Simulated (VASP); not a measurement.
Write the native input for VASP 6.6.1 that does the following.

```
Task                   : single point
Functional             : LDA
Potentials or basis    : VASP PAW LDA potentials, release 64 (Zr_sv, S)
Cutoff                 : 520 eV
k mesh                 : 16 × 16 × 16
Occupations            : gaussian, width 0.15 eV
Spin                   : collinear spin
Starting moments       : [0.7, 0.0] μB
Fixed moment           : 0.7 μB
Dipole correction      : no
Further INCAR settings : ALGO = Normal; EDIFF = 1e-06; NBANDS = 20
```

The structure of ZrS lies in POSCAR:

```
ZrS
1.0
    0.0000000000      2.4028323044      2.4028323044
    2.4028323044      0.0000000000      2.4028323044
    2.4028323044      2.4028323044      0.0000000000
Zr S
1 1
Direct
    0.0000000000      0.0000000000      0.0000000000
    0.5000000000      0.5000000000      0.5000000000
```

These files were run (other wordings do the same):

INCAR

```
SYSTEM = ZrS
PREC     = Accurate       ! precision mode
ENCUT    = 520            ! plane-wave cutoff, eV
EDIFF    = 1E-6           ! SCF threshold, eV
ISMEAR   = 0              ! smearing method
SIGMA    = 0.15           ! smearing width, eV
LREAL    = .FALSE.        ! projectors in reciprocal space
LASPH    = .TRUE.         ! aspherical terms in the spheres
NELM     = 150            ! most SCF steps
ALGO     = Normal         ! electronic algorithm
ISIF     = 2              ! what is computed and relaxed
LWAVE    = .FALSE.        ! write WAVECAR
LCHARG   = .FALSE.        ! write CHGCAR
ISPIN    = 2              ! spin polarisation
MAGMOM   = 0.7 0          ! initial moments
LORBIT   = 11             ! projections on sites
NUPDOWN  = 0.7            ! fixed moment
LMAXMIX  = 4              ! l up to which the mixer works
GGA      = CA             ! functional
NBANDS   = 20             ! bands
```

KPOINTS

```
regular mesh
0
G
  16 16 16
  0 0 0
```

Potentials or basis: VASP PAW LDA potentials, release 64 (Zr_sv, S).

Command:

```console
$ cat potpaw_LDA.64/Zr_sv/POTCAR potpaw_LDA.64/S/POTCAR > POTCAR
$ mpirun -np 1 vasp_std > vasp.out
```

Results of the run:

The pressure is 49.7 GPa. The net moment is 0.70 μB per cell and the site moments are Zr +0.39; S +0.05 μB. The valence electrons inside the program's atomic spheres are Zr 10.30; S 3.92.

Caveat: the cell stands under pressure; the total moment is fixed, so each spin has its own Fermi level and the state may be an excited one.

It took 71 s on 1 thread of Intel(R) Xeon(R) 6975P-C (Granite Rapids), with other jobs on the host, peak memory 0.24 GiB.
